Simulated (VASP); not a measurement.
# HfO2 (Fm-3m) in VASP: dielectric tensor with LDA

Aim: the dielectric tensor of HfO2 with LDA.

Program: VASP 6.6.1. These are calculated values, not measurements. Logs are shortened: lines on timing, memory, paths and dates and some standing lists are left out, and cuts for length are marked.

## (1) The cell of the first run

It takes space group Fm-3m (No. 225, cubic). Conventional cell: a = 5.115 Å, b = 5.115 Å, c = 5.115 Å, α = 90.00°, β = 90.00°, γ = 90.00°. Hf (site symmetry m-3m) has 8 O at 2.21 Å within 2.9 Å. Within 2.9 Å of O (site symmetry -43m) lie 4 Hf at 2.21 Å and 6 O at 2.56 Å.

## (2) Dielectric tensor, LDA

INCAR

```
  PREC = Accurate
  ENCUT = 520
  EDIFF = 1E-8
  ISMEAR = 0
  SIGMA = 0.01
  LREAL = F
  LASPH = T
  NELM = 120
  ALGO = Normal
  ISIF = 2
  LWAVE = F
  LCHARG = F
  LEPSILON = T
  GGA_COMPAT = F
```

KPOINTS

```
Automatic mesh
0
Gamma
  6 6 6
```

POSCAR

```
HfO2
1.0
    0.0000000000      2.5575000000      2.5575000000
    2.5575000000      0.0000000000      2.5575000000
    2.5575000000      2.5575000000      0.0000000000
Hf O
1 2
Direct
    0.0000000000      0.0000000000      0.0000000000
    0.2500000000      0.2500000000      0.2500000000
    0.7500000000      0.7500000000      0.7500000000
```

Potentials or basis: VASP PAW LDA potentials, release 64 (Hf_pv, O).

Command:

```sh
> cat potpaw_LDA.64/Hf_pv/POTCAR potpaw_LDA.64/O/POTCAR > POTCAR
> mpirun -np 1 vasp_std > vasp.out
```

OUTCAR:

```text
PREC = Accurate
   ENCUT = 520
   EDIFF = 1E-8
   ISMEAR = 0
   LREAL = F
   LASPH = T
   NELM = 120
   ISIF = 2
   LEPSILON = T

 ion  position               nearest neighbor table
   1  0.000  0.000  0.000-   3 2.21   3 2.21   3 2.21   2 2.21   3 2.21   2 2.21   2 2.21   2 2.21

   2  0.250  0.250  0.250-   1 2.21   1 2.21   1 2.21   1 2.21
   3  0.750  0.750  0.750-   1 2.21   1 2.21   1 2.21   1 2.21

  LATTYP: Found a face centered cubic cell.
 ALAT       =     5.1150000000

  Lattice vectors:

 A1 = (   0.0000000000,   2.5575000000,   2.5575000000)
 A2 = (   2.5575000000,   0.0000000000,   2.5575000000)
 A3 = (   2.5575000000,   2.5575000000,   0.0000000000)

Analysis of symmetry for initial positions (statically):
=====================================================================
 Subroutine PRICEL returns:
 Original cell was already a primitive cell.

 Routine SETGRP: Setting up the symmetry group for a
 face centered cubic supercell.

 Subroutine GETGRP returns: Found 48 space group operations
 (whereof 48 operations were pure point group operations)
 out of a pool of 48 trial point group operations.

The static configuration has the point symmetry O_h .

Analysis of symmetry for dynamics (positions and initial velocities):
=====================================================================
 Subroutine PRICEL returns:
 Original cell was already a primitive cell.

 Routine SETGRP: Setting up the symmetry group for a
 face centered cubic supercell.

 Subroutine GETGRP returns: Found 48 space group operations
 (whereof 48 operations were pure point group operations)
 out of a pool of 48 trial point group operations.

The dynamic configuration has the point symmetry O_h .

 Subroutine INISYM returns: Found 48 space group operations
 (whereof 48 operations are pure point group operations),
 and found     1 'primitive' translations

----------------------------------------------------------------------------------------

                                     Primitive cell

  volume of cell :      33.4562

  direct lattice vectors                    reciprocal lattice vectors
     0.000000000  2.557500000  2.557500000    -0.195503421  0.195503421  0.195503421
     2.557500000  0.000000000  2.557500000     0.195503421 -0.195503421  0.195503421
     2.557500000  2.557500000  0.000000000     0.195503421  0.195503421 -0.195503421

  length of vectors
     3.616851186  3.616851186  3.616851186     0.338621859  0.338621859  0.338621859

  position of ions in fractional coordinates (direct lattice)
     0.000000000  0.000000000  0.000000000
     0.250000000  0.250000000  0.250000000
     0.750000000  0.750000000  0.750000000

  ion indices of the primitive-cell ions
   primitive index   ion index
                 1           1
                 2           2
                 3           3

----------------------------------------------------------------------------------------

 KPOINTS: Automatic mesh

Automatic generation of k-mesh.
 Grid dimensions read from file:
 generate k-points for:    6    6    6

 Generating k-lattice:

  Cartesian coordinates                     Fractional coordinates (reciprocal lattice)
    -0.032583904  0.032583904  0.032583904     0.166666667  0.000000000  0.000000000
     0.032583904 -0.032583904  0.032583904     0.000000000  0.166666667  0.000000000
     0.032583904  0.032583904 -0.032583904     0.000000000  0.000000000  0.166666667

  Length of vectors
     0.056436976  0.056436976  0.056436976

  Shift w.r.t. Gamma in fractional coordinates (k-lattice)
     0.000000000  0.000000000  0.000000000

 Subroutine IBZKPT returns following result:
 ===========================================

[... 77 lines left out ...]

 number of electron      21.9999993 magnetization

 E-fermi :   3.8913     XC(G=0): -12.1748

 val. band max:        3.8234311163   @ k =   0.5000   0.5000   0.0000
 cond. band min:       7.3475263687   @ k =   0.5000   0.5000   0.0000
 fundamental gap:      3.5240952524
 Fermi energy:         3.8913192762

 k-point     1 :       0.0000    0.0000    0.0000
  band No.  band energies     occupation
      1     -25.7882      2.00000
      2     -25.7882      2.00000
      3     -25.7882      2.00000
      4     -14.4848      2.00000
      5     -11.4573      2.00000
      6      -1.4220      2.00000
      7      -1.4220      2.00000
      8      -1.4220      2.00000
      9       3.2238      2.00000
     10       3.2238      2.00000
     11       3.2238      2.00000
     12       7.4444      0.00000
     13       7.4444      0.00000
     14       9.3015      0.00000
[... 257 lines left out ...]
      2     -25.9800      2.00000
      3     -25.9041      2.00000
      4     -12.6366      2.00000
      5     -12.4582      2.00000
      6      -1.9849      2.00000
      7      -0.5252      2.00000
      8       0.8373      2.00000
      9       1.7904      2.00000
     10       2.4130      2.00000
     11       3.6762      2.00000
     12       8.0194      0.00000
     13       8.8683      0.00000
     14      10.3480      0.00000
     15      11.0057      0.00000

  FORCE on cell =-STRESS in cart. coord.  units (eV):
  Direction    XX          YY          ZZ          XY          YZ          ZX
  --------------------------------------------------------------------------------------
  -------------------------------------------------------------------------------------
  Total       -4.0320954     -4.0320954     -4.0320954      0.0000000      0.0000000     -0.0000000
  in kB     -193.0920774   -193.0920774   -193.0920774      0.0000000      0.0000000     -0.0000000
  external PRESSURE =    -193.0920774 kB  Pullay stress =       0.0000000 kB

 VOLUME and BASIS-vectors are now :
 -----------------------------------------------------------------------------
  energy-cutoff  :      520.00
  volume of cell :       33.46
      direct lattice vectors                 reciprocal lattice vectors
     0.000000000  2.557500000  2.557500000    -0.195503421  0.195503421  0.195503421
     2.557500000  0.000000000  2.557500000     0.195503421 -0.195503421  0.195503421
     2.557500000  2.557500000  0.000000000     0.195503421  0.195503421 -0.195503421

 POSITION                                       TOTAL-FORCE (eV/Angst)
 -----------------------------------------------------------------------------------
      0.00000      0.00000      0.00000        -0.000000     -0.000000     -0.000000
      1.27875      1.27875      1.27875        -0.000000     -0.000000     -0.000000
      3.83625      3.83625      3.83625         0.000000      0.000000      0.000000
 -----------------------------------------------------------------------------------
    total drift:                                0.000000      0.000000      0.000000

  FREE ENERGIE OF THE ION-ELECTRON SYSTEM (eV)
  ---------------------------------------------------
  free  energy   TOTEN  =       -32.9105030450 eV

  energy  without entropy=      -32.9105030450  energy(sigma->0) =      -32.91050304

 HEAD OF MICROSCOPIC STATIC DIELECTRIC TENSOR (INDEPENDENT PARTICLE, excluding Hartree and local field effects)
 ------------------------------------------------------
           5.603099    -0.000000    -0.000000
           0.000000     5.603099     0.000000
           0.000000     0.000000     5.603099
 ------------------------------------------------------

 Free energy of the ion-electron system (eV)
  ---------------------------------------------------
  ---------------------------------------------------
  free energy    TOTEN  =        -0.42505019 eV

  energy without entropy =       -0.42505019

------------------------ aborting loop because EDIFF is reached ----------------------------------------

--------------------------------------- Ionic step        2  -------------------------------------------

------------------------ aborting loop because EDIFF is reached ----------------------------------------

--------------------------------------- Ionic step        3  -------------------------------------------

 Free energy of the ion-electron system (eV)
  ---------------------------------------------------
  ---------------------------------------------------
  free energy    TOTEN  =        -0.42504832 eV

  energy without entropy =       -0.42504832

------------------------ aborting loop because EDIFF is reached ----------------------------------------

 PIEZOELECTRIC TENSOR FIELD DIRECTION 3  (e Angst)
 -----------------------------------------------------------------------------
     0.00010  0.00000  0.00000           ( -0.00001  0.00000  0.00000)
     0.00000  0.00010 -0.00000           (  0.00000 -0.00001 -0.00000)
     0.00000  0.00000 -0.00062           (  0.00000 -0.00000 -0.00000)

 PIEZOELECTRIC TENSOR FIELD DIRECTION 3  (C/m^2)
 -----------------------------------------------------------------------------
     0.00005  0.00000  0.00000
     0.00000  0.00005 -0.00000
     0.00000  0.00000 -0.00029

 MACROSCOPIC STATIC DIELECTRIC TENSOR (including local field effects in DFT)
 ------------------------------------------------------
           5.394597    -0.000000     0.000000
          -0.000000     5.394597     0.000000
          -0.000000     0.000000     5.394597
 ------------------------------------------------------

 PIEZOELECTRIC TENSOR (including local field effects)  for field in x, y, z        (e  Angst)
          XX          YY          ZZ          XY          YZ          ZX
  --------------------------------------------------------------------------------
  x     0.00000     0.00000     0.00000     0.00000     0.00000     0.00000
  y     0.00000     0.00000     0.00000     0.00000     0.00000     0.00000
  z     0.00000     0.00000     0.00000     0.00000     0.00000     0.00000

 PIEZOELECTRIC TENSOR (including local field effects)  for field in x, y, z        (C/m^2)
          XX          YY          ZZ          XY          YZ          ZX
  --------------------------------------------------------------------------------
  x     0.00000     0.00000     0.00000     0.00000     0.00000     0.00000
  y     0.00000     0.00000     0.00000     0.00000     0.00000     0.00000
  z     0.00000     0.00000     0.00000     0.00000     0.00000     0.00000

 BORN EFFECTIVE CHARGES (including local field effects) (in |e|, cummulative output)
 ---------------------------------------------------------------------------------
 ion    1
    1     5.52955     0.00000     0.00000
    2     0.00000     5.52955     0.00000
    3     0.00000     0.00000     5.52955
 ion    2
    1    -2.76478     0.00000     0.00000
    2     0.00000    -2.76478     0.00000
    3     0.00000     0.00000    -2.76478
 ion    3
    1    -2.76478     0.00000     0.00000
    2     0.00000    -2.76478     0.00000
    3     0.00000     0.00000    -2.76478
```

Run time: 3.2 min. Hardware: 1 thread of Intel Xeon 8259CL, shared host; peak memory 0.18 GiB.

What came out:

| Item | Value |
| --- | --- |
| Band gap on the k mesh | 3.52 eV |
| Electronic dielectric tensor (diagonal) | 5.39 |
| Born charges (mean of the diagonal) | Hf +5.53; O -2.76 e |

Levels at points of the mesh, in eV from the valence-band top:
```
           k point  band 7  band 8  band 9  band 10  band 11  band 12  band 13  band 14  band 15
(0.00, 0.00, 0.00)   -5.25   -5.25   -0.60    -0.60    -0.60     3.62     3.62     5.48    10.04
(0.50, 0.00, 0.00)   -4.24   -3.03   -2.70    -1.81    -1.81     4.33     4.33     6.69     8.71
(0.50, 0.50, 0.00)   -3.42   -3.42   -1.51    -1.51     0.00     3.52     5.19     6.35     7.85
```

Electronic dielectric tensor:
```
5.39 0.00 0.00
0.00 5.39 0.00
0.00 0.00 5.39
```

Born effective charge tensors (e):
atom 1, Hf
```
5.53 0.00 0.00
0.00 5.53 0.00
0.00 0.00 5.53
```
atom 2, O
```
-2.76  0.00  0.00
 0.00 -2.76  0.00
 0.00  0.00 -2.76
```
atom 3, O
```
-2.76  0.00  0.00
 0.00 -2.76  0.00
 0.00  0.00 -2.76
```

Caveat: spin-orbit coupling is left out, which moves the levels of the heavy elements. As with any semilocal functional, this LDA gap is likely too small.
